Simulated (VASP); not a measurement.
Set up this calculation in VASP 6.6.1, as the native input.

```yaml
Task: relaxation of cell and atoms
Functional: PBE
Potentials_or_basis: VASP PAW PBE potentials, release 64 (Zn, O)
Cutoff: 600 eV
k_mesh: 11 × 11 × 6
Occupations: fermi-dirac, width 0.08 eV
Spin: no spin polarisation
Target_pressure: 0.0089 GPa
Dipole_correction: no
Further_INCAR_settings: ALGO = Normal; EDIFF = 1e-06; IBRION = 2; EDIFFG = -0.005; NSW = 60; ISIF = 3
```

The structure of ZnO (NiAs type) lies in POSCAR:

```
ZnO
1.0
    3.1456319726      0.0000000000      0.0000000000
   -1.5728159863      2.7241971992      0.0000000000
    0.0000000000      0.0000000000      4.8757295576
Zn O
2 2
Direct
    0.0000000000      0.0000000000      0.0000000000
    0.0000000000      0.0000000000      0.5000000000
    0.3333333333      0.6666666667      0.2500000000
    0.6666666667      0.3333333333      0.7500000000
```

These files were run (other wordings do the same):

INCAR

```
SYSTEM = ZnO
ALGO = Normal ; EDIFF = 1E-6
EDIFFG = -0.005 ; ENCUT = 600
GGA = PE ; IBRION = 2
ISIF = 3 ; ISMEAR = -1
LASPH = .TRUE. ; LCHARG = .FALSE.
LREAL = .FALSE. ; LWAVE = .FALSE.
NELM = 80 ; NSW = 60
PREC = Accurate ; PSTRESS = 0.089
SIGMA = 0.08
```

KPOINTS

```
k-points
0
G
  11 11 6
  0 0 0
```

Potentials or basis: VASP PAW PBE potentials, release 64 (Zn, O).

Run with:

```bash
$ cat potpaw_PBE.64/Zn/POTCAR potpaw_PBE.64/O/POTCAR > POTCAR
$ mpirun -np 1 vasp_std > vasp.out
```

It gave:

```json
{
 "Relaxed volume": "10.34 Å³/atom",
 "Relaxed cell": "a = 3.030 Å, b = 3.030 Å, c = 5.201 Å, α = 90.00°, β = 90.00°, γ = 120.00°",
 "Space group after relaxing (to 0.1 Å)": "P6_3/mmc (No. 194)",
 "Energy change on relaxing (the run minimises the enthalpy)": "-52.5 meV/atom",
 "Ionic steps": "9",
 "Pressure after relaxing": "-0.1 GPa",
 "Band gap on the k mesh": "0.50 eV"
}
```

Caveat: the cell is relaxed towards a set pressure, so the run minimises the enthalpy, not the energy.

Wall time 6 min on 1 thread of Intel(R) Xeon(R) Platinum 8488C (Sapphire Rapids), with other jobs on the host, peak memory 0.22 GiB.
